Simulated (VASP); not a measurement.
# N (Cmce) in VASP: notebook

The runs below take N through single point, relaxation of cell and atoms, with PBEsol.

All numbers are computed with VASP 6.6.1; they aren't measurements. Logs are shortened: lines on timing, memory, paths and dates and some standing lists are left out, and cuts for length are marked.

## (1) The cell of the first run

It takes space group Cmce (No. 64, orthorhombic). The conventional cell has a = 6.795 Å, b = 4.527 Å, c = 7.642 Å, α = 90.00°, β = 90.00°, γ = 90.00°. Within 1.5 Å of N (site symmetry m) lie 1 N at 1.10 Å.

## (2) Single point, PBEsol

INCAR reads:

```
SYSTEM = N
  PREC = Accurate
  ENCUT = 520
  EDIFF = 1E-6
  ISMEAR = 0
  SIGMA = 0.02
  LREAL = .FALSE.
  LASPH = .TRUE.
  NELM = 80
  ALGO = Normal
  ISIF = 2
  LWAVE = .FALSE.
  LCHARG = .TRUE.
  GGA = PS
  LELF = .TRUE.
  LVHAR = .TRUE.
  NBANDS = 18
```

KPOINTS reads:

```
regular mesh
0
G
  6 6 4
  0 0 0
```

POSCAR reads:

```
N
1.0
    3.3973360611     -2.2635583172      0.0000000000
    3.3973360611      2.2635583172      0.0000000000
    0.0000000000      0.0000000000      7.6424958855
N
4
Direct
    0.9065742189      0.0934257811      0.0459847775
    0.5934257811      0.4065742189      0.5459847775
    0.0934257811      0.9065742189      0.9540152225
    0.4065742189      0.5934257811      0.4540152225
```

Potentials or basis: VASP PAW PBE potentials, release 64 (N).

Run with:

```bash
> cat potpaw_PBE.64/N/POTCAR > POTCAR
> mpirun -np 1 vasp_std > vasp.out
```

OUTCAR:

```text
SYSTEM = N
   PREC = Accurate
   ENCUT = 520
   EDIFF = 1E-6
   ISMEAR = 0
   LREAL = .FALSE.
   LASPH = .TRUE.
   NELM = 80
   ISIF = 2
   GGA = PS

 ion  position               nearest neighbor table
   1  0.907  0.093  0.046-   3 1.10
   2  0.593  0.407  0.546-   4 1.10
   3  0.093  0.907  0.954-   1 1.10
   4  0.407  0.593  0.454-   2 1.10

  LATTYP: Found a base centered orthorhombic cell.
 ALAT       =     4.5271166344
 B/A-ratio  =     1.5008829396
 C/A-ratio  =     1.6881597058

  Lattice vectors:

 A1 = (  -3.3973360611,  -2.2635583172,   0.0000000000)
 A2 = (   3.3973360611,  -2.2635583172,   0.0000000000)
 A3 = (   0.0000000000,   0.0000000000,   7.6424958855)

Analysis of symmetry for initial positions (statically):
=====================================================================
 Subroutine PRICEL returns:
 Original cell was already a primitive cell.

 Routine SETGRP: Setting up the symmetry group for a
 base centered orthorhombic supercell.

 Subroutine GETGRP returns: Found  8 space group operations
 (whereof  4 operations were pure point group operations)
 out of a pool of  8 trial point group operations.

The static configuration has the point symmetry C_2h.
 The point group associated with its full space group is D_2h.

Analysis of symmetry for dynamics (positions and initial velocities):
=====================================================================
 Subroutine PRICEL returns:
 Original cell was already a primitive cell.

 Routine SETGRP: Setting up the symmetry group for a
 base centered orthorhombic supercell.

 Subroutine GETGRP returns: Found  8 space group operations
 (whereof  4 operations were pure point group operations)
 out of a pool of  8 trial point group operations.

The dynamic configuration has the point symmetry C_2h.
 The point group associated with its full space group is D_2h.

 Subroutine INISYM returns: Found  8 space group operations
 (whereof  4 operations are pure point group operations),
 and found     1 'primitive' translations

----------------------------------------------------------------------------------------

                                     Primitive cell

  volume of cell :     117.5426

  direct lattice vectors                    reciprocal lattice vectors
     3.397336061 -2.263558317  0.000000000     0.147174136 -0.220891150  0.000000000
     3.397336061  2.263558317  0.000000000     0.147174136  0.220891150  0.000000000
     0.000000000  0.000000000  7.642495885     0.000000000  0.000000000  0.130847306

  length of vectors
     4.082350863  4.082350863  7.642495885     0.265430078  0.265430078  0.130847306

  position of ions in fractional coordinates (direct lattice)
     0.906574219  0.093425781  0.045984778
     0.593425781  0.406574219  0.545984778
     0.093425781  0.906574219  0.954015222
     0.406574219  0.593425781  0.454015222

  ion indices of the primitive-cell ions
   primitive index   ion index
                 1           1
                 2           2
                 3           3
                 4           4

----------------------------------------------------------------------------------------

 KPOINTS: regular mesh

Automatic generation of k-mesh.
 Grid dimensions read from file:
 generate k-points for:    6    6    4

 Generating k-lattice:

  Cartesian coordinates                     Fractional coordinates (reciprocal lattice)
     0.024529023 -0.036815192  0.000000000     0.166666667  0.000000000  0.000000000
     0.024529023  0.036815192  0.000000000     0.000000000  0.166666667  0.000000000
     0.000000000  0.000000000  0.032711827     0.000000000  0.000000000  0.250000000

  Length of vectors
     0.044238346  0.044238346  0.032711827

  Shift w.r.t. Gamma in fractional coordinates (k-lattice)
     0.000000000  0.000000000  0.000000000

 Subroutine IBZKPT returns following result:
 ===========================================

 Found     39 irreducible k-points:

 Following reciprocal coordinates:
            Coordinates               Weight
  0.000000  0.000000  0.000000      1.000000
  0.166667  0.000000  0.000000      4.000000
  0.333333  0.000000  0.000000      4.000000
  0.500000  0.000000  0.000000      2.000000
  0.166667  0.166667  0.000000      2.000000
  0.333333  0.166667  0.000000      4.000000
[... 16 lines left out ...]
  0.333333  0.333333  0.250000      4.000000
  0.500000  0.333333  0.250000      8.000000
 [... further k-points ...]
   k-points           NKPTS =     39   k-points in BZ     NKDIM =     39   number of bands    NBANDS=     18
   number of dos      NEDOS =    301   number of ions     NIONS =      4
   total plane-waves  NPLWV =  54000
   dimension x,y,z NGX =    30 NGY =   30 NGZ =   60
   dimension x,y,z NGXF=    60 NGYF=   60 NGZF=  120
   ions per type =               4
   NGX,Y,Z   is equivalent  to a cutoff of  12.22, 12.22, 13.05 a.u.
   NGXF,Y,Z  is equivalent  to a cutoff of  24.43, 24.43, 26.10 a.u.
 SYSTEM =  N
   PREC   = accura    normal or accurate (medium, high low for compatibility)
   ISTART =      0    job   : 0-new  1-cont  2-samecut
   ICHARG =      2    charge: 1-file 2-atom 10-const
   ISPIN  =      1    spin polarized calculation?
   LNONCOLLINEAR =      F non collinear calculations
   LSORBIT =      F    spin-orbit coupling
   LASPH  =      T    aspherical Exc in radial PAW
   ENCUT  =  520.0 eV  38.22 Ry    6.18 a.u.   7.59  7.59 14.21*2*pi/ulx,y,z
   NELM   =     80;   NELMIN=  2; NELMDL= -5     # of ELM steps
   EDIFF  = 0.1E-05   stopping-criterion for ELM
   LREAL  =      F    real-space projection
   EDIFFG = 0.1E-04   stopping-criterion for IOM
   NSW    =      0    number of steps for IOM
   IBRION =     -1    ionic relax: 0-MD 1-quasi-New 2-CG
   NFREE  =      0    steps in history (QN), initial steepest desc. (CG)
   ISIF   =      2    stress and relaxation
   ISYM   =      2    0-nonsym 1-usesym 2-fastsym
   POTIM  = 0.5000    time-step for ionic-motion
   TEBEG  =    0.0;   TEEND  =   0.0 temperature during run
   PSTRESS=    0.0 pullay stress
   NELECT =      20.0000    total number of electrons
   NUPDOWN=      -1.0000    fix difference up-down
   EMIN   =  10.00;   EMAX   =-10.00  energy-range for DOS
   EFERMI =   0.00;   METHOD = LEGACY
   ISMEAR =     0;   SIGMA  =   0.02  broadening in eV -4-tet -1-fermi 0-gaus
   EFERMI_NEDOS =   21; number of points for ismear=-14 and -15
   IALGO  =     38    algorithm
   IMIX   =      4    mixing-type and parameters
     AMIX     =   0.40;   BMIX     =  1.00
     AMIX_MAG =   1.60;   BMIX_MAG =  1.00
  volume/ion in A,a.u.               =      29.39       198.30
  Fermi-wavevector in a.u.,A,eV,Ry     =   0.907165  1.714294 11.196896  0.822949
  Thomas-Fermi vector in A             =   2.030940
   LORBIT       =      0    0 simple, 1 ext, 2 COOP (PROOUT), +10 PAW based schemes
   GGA     = PS    functional components
   LHFCALC =     F    Hartree Fock is set to
   AEXX    =    0.0000 exact exchange contribution
   IVDW    =     0    specifies the selected vdW correction
   LEPSILON=     F    determine dielectric tensor
   LRPA    =     F    only Hartree local field effects (RPA)
 non-spin polarized calculation
 Gauss-broadening in eV      SIGMA  =   0.02
  energy-cutoff  :      520.00
  volume of cell :      117.54
 maximum number of plane-waves:      3192
   NGX = 15   NGY = 15   NGZ = 29

 number of electron      19.9999991 magnetization

 Free energy of the ion-electron system (eV)
  ---------------------------------------------------
  ext. energy  EPLUGINS =         0.00000000
  ---------------------------------------------------
  free energy    TOTEN  =       -34.13592019 eV

  energy without entropy =      -34.13592019  energy(sigma->0) =      -34.13592019

 E-fermi :  -7.2602     XC(G=0):  -5.4366

 val. band max:       -7.3552700854   @ k =  -0.3333   0.3333   0.0000
 cond. band min:       0.3347806197   @ k =   0.5000   0.5000   0.0000
 fundamental gap:      7.6900507052
 Fermi energy:        -7.2602422949

 k-point     1 :       0.0000    0.0000    0.0000
  band No.  band energies     occupation
      1     -25.6922      2.00000
      2     -25.6832      2.00000
      3     -10.7197      2.00000
      4     -10.5704      2.00000
      5      -8.9982      2.00000
      6      -8.8818      2.00000
[... 10 lines left out ...]
     17       5.6986      0.00000
     18       9.8051      0.00000

 k-point     2 :       0.1667    0.0000    0.0000
  band No.  band energies     occupation
      1     -25.6885      2.00000
      2     -25.6807      2.00000
      3     -10.7385      2.00000
      4     -10.6156      2.00000
      5      -9.0423      2.00000
      6      -8.9237      2.00000
[... 10 lines left out ...]
     17       5.7627      0.00000
     18       8.3680      0.00000

 k-point     3 :       0.3333    0.0000    0.0000
  band No.  band energies     occupation
      1     -25.6802      2.00000
      2     -25.6757      2.00000
      3     -10.7755      2.00000
      4     -10.7113      2.00000
      5      -9.1044      2.00000
      6      -9.0275      2.00000
[... 10 lines left out ...]
     17       6.0039      0.00000
     18       6.5672      0.00000

 k-point     4 :       0.5000    0.0000    0.0000
  band No.  band energies     occupation
      1     -25.6747      2.00000
      2     -25.6747      2.00000
      3     -10.7776      2.00000
      4     -10.7776      2.00000
      5      -9.0997      2.00000
      6      -9.0997      2.00000
[... 375 lines left out ...]
      4     -10.7088      2.00000
      5      -9.0562      2.00000
      6      -8.9791      2.00000
[... 10 lines left out ...]
     17       6.3696      0.00000
     18       7.2680      0.00000

 k-point    23 :       0.3333    0.3333    0.2500
  band No.  band energies     occupation
      1     -25.6759      2.00000
      2     -25.6707      2.00000
      3     -10.7020      2.00000
      4     -10.6392      2.00000
      5      -9.1445      2.00000
      6      -9.0980      2.00000
[... 10 lines left out ...]
     17       7.0346      0.00000
     18       7.1144      0.00000

 k-point    24 :       0.5000    0.3333    0.2500
  band No.  band energies     occupation
      1     -25.6721      2.00000
      2     -25.6679      2.00000
      3     -10.7248      2.00000
      4     -10.6836      2.00000
      5      -9.1771      2.00000
      6      -9.1283      2.00000
[... 10 lines left out ...]
     17       6.3986      0.00000
     18       6.7728      0.00000

 [... further k-points ...]
[... 5 lines left out ...]
  --------------------------------------------------------------------------------------
  -------------------------------------------------------------------------------------
  Total       -0.0981140      2.3080768      1.5303412      0.0000000      0.0000000      0.0000000
  in kB       -1.3373534     31.4604869     20.8594790      0.0000000      0.0000000      0.0000000
  external PRESSURE =      16.9942042 kB  Pullay stress =       0.0000000 kB

 VOLUME and BASIS-vectors are now :
 -----------------------------------------------------------------------------
  energy-cutoff  :      520.00
  volume of cell :      117.54
      direct lattice vectors                 reciprocal lattice vectors
     3.397336061 -2.263558317  0.000000000     0.147174136 -0.220891150  0.000000000
     3.397336061  2.263558317  0.000000000     0.147174136  0.220891150  0.000000000
     0.000000000  0.000000000  7.642495885     0.000000000  0.000000000  0.130847306

 POSITION                                       TOTAL-FORCE (eV/Angst)
 -----------------------------------------------------------------------------------
      3.39734     -1.84061      0.35144         0.000000      1.440815      1.197544
      3.39734     -0.42295      4.17269         0.000000     -1.440815      1.197544
      3.39734      1.84061      7.29106         0.000000     -1.440815     -1.197544
      3.39734      0.42295      3.46981         0.000000      1.440815     -1.197544
 -----------------------------------------------------------------------------------
    total drift:                                0.000000     -0.000000      0.000000

  FREE ENERGIE OF THE ION-ELECTRON SYSTEM (eV)
  ---------------------------------------------------
  free  energy   TOTEN  =       -34.1359201871 eV

  energy  without entropy=      -34.1359201871  energy(sigma->0) =      -34.13592019
```

Run time: 49 s. Hardware: 1 thread of Oxide Virtual Turin-like, shared host; peak memory 0.2 GiB.

Results:

```
Free energy            : -34.1359 eV
Pressure               : 1.7 GPa
Largest force          : 1.874 eV/Å
Band gap on the k mesh : 7.69 eV (least direct gap 7.70 eV)
```

Forces on the atoms (eV/Å):
```
N    0.000  1.441  1.198
N    0.000 -1.441  1.198
N    0.000 -1.441 -1.198
N    0.000  1.441 -1.198
```

Stress tensor (GPa, compression positive):
```
-0.13  0.00  0.00
 0.00  3.15  0.00
 0.00  0.00  2.09
```

Caveat: the standard files for N, O and F lose accuracy on very short bonds; this functional lacks dispersion, which holds the molecules together, so the pressure and a relaxed volume are unreliable; the PAW data sets were made with another functional, which shifts forces and pressure a little; this functional lacks dispersion, which binds layers or chains, so the pressure and a relaxed spacing across them are unreliable.

## (3) Relaxation of cell and atoms, PBEsol

INCAR reads:

```
PREC = Accurate
ENCUT = 600
EDIFF = 1E-6
ISMEAR = 0
SIGMA = 0.02
LREAL = False
LASPH = True
NELM = 60
ALGO = Normal
ISIF = 3
LWAVE = False
LCHARG = False
GGA = PS
IBRION = 2
NSW = 100
EDIFFG = -0.01
```

KPOINTS reads:

```
regular mesh
0
Gamma
  6 6 4
```

POSCAR is that of step 2.

Potentials or basis: VASP PAW PBE potentials, release 64 (N).

Run with:

```bash
> cat potpaw_PBE.64/N/POTCAR > POTCAR
> mpirun -np 1 vasp_std > vasp.out
```

OUTCAR:

```text
PREC = Accurate
   ENCUT = 600
   EDIFF = 1E-6
   ISMEAR = 0
   LREAL = False
   LASPH = True
   NELM = 60
   ISIF = 3
   GGA = PS
   IBRION = 2
   NSW = 100
   EDIFFG = -0.01

 ion  position               nearest neighbor table
   1  0.907  0.093  0.046-   3 1.10
   2  0.593  0.407  0.546-   4 1.10
   3  0.093  0.907  0.954-   1 1.10
   4  0.407  0.593  0.454-   2 1.10

  LATTYP: Found a base centered orthorhombic cell.
 ALAT       =     4.5271166344
 B/A-ratio  =     1.5008829396
 C/A-ratio  =     1.6881597058

  Lattice vectors:

 A1 = (  -3.3973360611,  -2.2635583172,   0.0000000000)
 A2 = (   3.3973360611,  -2.2635583172,   0.0000000000)
 A3 = (   0.0000000000,   0.0000000000,   7.6424958855)

Analysis of symmetry for initial positions (statically):
=====================================================================
 Subroutine PRICEL returns:
 Original cell was already a primitive cell.

 Routine SETGRP: Setting up the symmetry group for a
 base centered orthorhombic supercell.

 Subroutine GETGRP returns: Found  8 space group operations
 (whereof  4 operations were pure point group operations)
 out of a pool of  8 trial point group operations.

The static configuration has the point symmetry C_2h.
 The point group associated with its full space group is D_2h.

[... 285 lines left out ...]
------------------------ aborting loop because EDIFF is reached ----------------------------------------
[... 71 lines left out ...]
--------------------------------------- Ionic step       30  -------------------------------------------

 number of electron      20.0000001 magnetization

 Free energy of the ion-electron system (eV)
  ---------------------------------------------------
  ext. energy  EPLUGINS =         0.00000000
  ---------------------------------------------------
  free energy    TOTEN  =       -34.18434113 eV

  energy without entropy =      -34.18434113  energy(sigma->0) =      -34.18434113

 E-fermi :  -6.6603     XC(G=0):  -6.0540

 val. band max:       -6.7797068730   @ k =  -0.3333   0.3333   0.0000
 cond. band min:       0.5880249047   @ k =   0.5000   0.5000   0.0000
 fundamental gap:      7.3677317777
 Fermi energy:        -6.6602749633

 k-point     1 :       0.0000    0.0000    0.0000
  band No.  band energies     occupation
      1     -25.0287      2.00000
      2     -25.0076      2.00000
      3     -10.3419      2.00000
      4     -10.0766      2.00000
      5      -8.4034      2.00000
      6      -8.2162      2.00000
      7      -8.1783      2.00000
      8      -8.1615      2.00000
      9      -7.5925      2.00000
     10      -7.0469      2.00000
     11       0.6907      0.00000
     12       0.9708      0.00000
     13       0.9913      0.00000
     14       1.0952      0.00000
[... 377 lines left out ...]
      1     -24.9913      2.00000
      2     -24.9816      2.00000
      3     -10.3228      2.00000
      4     -10.2535      2.00000
      5      -8.6798      2.00000
      6      -8.5888      2.00000
      7      -8.4309      2.00000
      8      -8.3238      2.00000
      9      -7.0435      2.00000
     10      -6.8324      2.00000
     11       0.7827      0.00000
     12       0.9897      0.00000
     13       1.0931      0.00000
     14       1.3423      0.00000

 [... further k-points ...]
[... 5 lines left out ...]
  --------------------------------------------------------------------------------------
  -------------------------------------------------------------------------------------
  Total       -0.0155837      0.0152358     -0.0073452      0.0000000      0.0000000      0.0000000
  in kB       -0.2509012      0.2452990     -0.1182588      0.0000000      0.0000000      0.0000000
  external PRESSURE =      -0.0412870 kB  Pullay stress =       0.0000000 kB
[... 19 lines left out ...]
  FREE ENERGIE OF THE ION-ELECTRON SYSTEM (eV)
  ---------------------------------------------------
  free  energy   TOTEN  =       -34.1843411266 eV

  energy  without entropy=      -34.1843411266  energy(sigma->0) =      -34.18434113

 reached required accuracy - stopping structural energy minimisation
```

OSZICAR:

```text
N       E                     dE             d eps       ncg     rms          rms(c)
DAV:   1     0.128609708538E+03    0.12861E+03   -0.90736E+03  1092   0.128E+03
DAV:   2    -0.215397444899E+02   -0.15015E+03   -0.14632E+03  1510   0.267E+02
[... 219 lines left out ...]
  29 F= -.34184354E+02 E0= -.34184354E+02  d E =-.362858E-03
       N       E                     dE             d eps       ncg     rms          rms(c)
DAV:   1    -0.341849467537E+02   -0.59226E-03   -0.22164E-02  1092   0.125E+00    0.149E-01
DAV:   2    -0.341844367305E+02    0.51002E-03   -0.11044E-03  1092   0.278E-01    0.587E-02
DAV:   3    -0.341843417913E+02    0.94939E-04   -0.53630E-04  1116   0.174E-01    0.162E-02
DAV:   4    -0.341843420062E+02   -0.21488E-06   -0.12605E-05  1116   0.319E-02    0.711E-03
DAV:   5    -0.341843411266E+02    0.87956E-06   -0.21653E-06  1038   0.111E-02
  30 F= -.34184341E+02 E0= -.34184341E+02  d E =-.349654E-03
```

Wall time 12 min (1 thread of Oxide Virtual Turin-like, shared host); peak memory 0.26 GiB.

What came out:

* Free energy: -34.1843 eV
* Relaxed volume: 24.88 Å³/atom
* Relaxed cell: a = 3.898 Å, b = 3.898 Å, c = 7.127 Å, α = 90.00°, β = 90.00°, γ = 66.80°
* Space group after relaxing (to 0.1 Å): Cmce (No. 64)
* Pressure after relaxing: 0.0 GPa
* Largest force after relaxing: 0.006 eV/Å
* Band gap on the k mesh: 7.37 eV (least direct gap 7.40 eV)

Forces on the atoms (eV/Å):
```
N    0.000  0.002  0.006
N    0.000 -0.002  0.006
N    0.000 -0.002 -0.006
N    0.000  0.002 -0.006
```

Final structure:
```
N
1.0
     3.25412   -2.14553    0.00000
     3.25412    2.14553    0.00000
     0.00000    0.00000    7.12657
N
4
Direct
  0.89989 0.10011 0.04939
  0.60011 0.39989 0.54939
  0.10011 0.89989 0.95061
  0.39989 0.60011 0.45061
```

Caveat: the standard files for N, O and F lose accuracy on very short bonds; the volume moved by over 15 % at a fixed basis, so the end points are rough; this functional lacks dispersion, which holds the molecules together, so the pressure and a relaxed volume are unreliable; the PAW data sets were made with another functional, which shifts forces and pressure a little; this functional lacks dispersion, which binds layers or chains, so the pressure and a relaxed spacing across them are unreliable. A k mesh can miss the band edges.
